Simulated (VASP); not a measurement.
Set up this calculation in VASP 6.6.1, as the native input.

| Quantity | Value |
| --- | --- |
| Task | single point |
| Functional | r2SCAN |
| Potentials or basis | VASP PAW PBE potentials, release 64 (Re) |
| Cutoff | 660 eV |
| k mesh | 14 × 14 × 14 |
| Occupations | fermi-dirac, width 0.1 eV |
| Spin | no spin polarisation |
| Dipole correction | no |
| Further INCAR settings | ALGO = Normal; EDIFF = 1e-06; NBANDS = 10 |

The system is Re.

```
Re
1.0
    -1.54788    1.54788    1.54788
     1.54788   -1.54788    1.54788
     1.54788    1.54788   -1.54788
Re
1
Direct
  0.00000 0.00000 0.00000
```

This isn't the form of Re at room conditions, which is hcp.

The input as run:

POSCAR

```
Re
1.0
   -1.5478788901      1.5478788901      1.5478788901
    1.5478788901     -1.5478788901      1.5478788901
    1.5478788901      1.5478788901     -1.5478788901
Re
1
Direct
    0.0000000000      0.0000000000      0.0000000000
```

INCAR.step1

```
PREC = Accurate
ENCUT = 660
ISMEAR = -1
SIGMA = 0.1
LREAL = False
LASPH = True
NELM = 120
NBANDS = 10
GGA = PE
ALGO = Normal
EDIFF = 1E-5
LWAVE = True
LCHARG = False
GGA_COMPAT = False
```

INCAR.step2

```
PREC = Accurate
ENCUT = 660
EDIFF = 1E-6
ISMEAR = -1
SIGMA = 0.1
LREAL = False
LASPH = True
NELM = 120
ALGO = Normal
ISIF = 2
LWAVE = False
LCHARG = False
METAGGA = R2SCAN
LMIXTAU = True
NBANDS = 10
ISTART = 1
GGA_COMPAT = False
```

KPOINTS

```
Automatic mesh
0
Gamma
  14 14 14
```

Potentials or basis: VASP PAW PBE potentials, release 64 (Re).

Run with:

```bash
$ cat potpaw_PBE.64/Re/POTCAR > POTCAR
$ cp INCAR.step1 INCAR
$ mpirun -np 1 vasp_std > vasp.out
$ cp INCAR.step2 INCAR
$ mpirun -np 1 vasp_std > vasp.out
```

It gave:

* Pressure: 0.3 GPa
* Band gap on the k mesh: zero (an odd number of electrons rules out a gap without spin polarisation)

Caveat: the PAW data sets were made with another functional, which shifts forces and pressure a little; spin-orbit coupling is left out, which moves the levels of the heavy elements.

Wall time 27 s on 1 thread of Intel(R) Xeon(R) 6975P-C (Granite Rapids), on a shared host, peak memory 0.16 GiB.
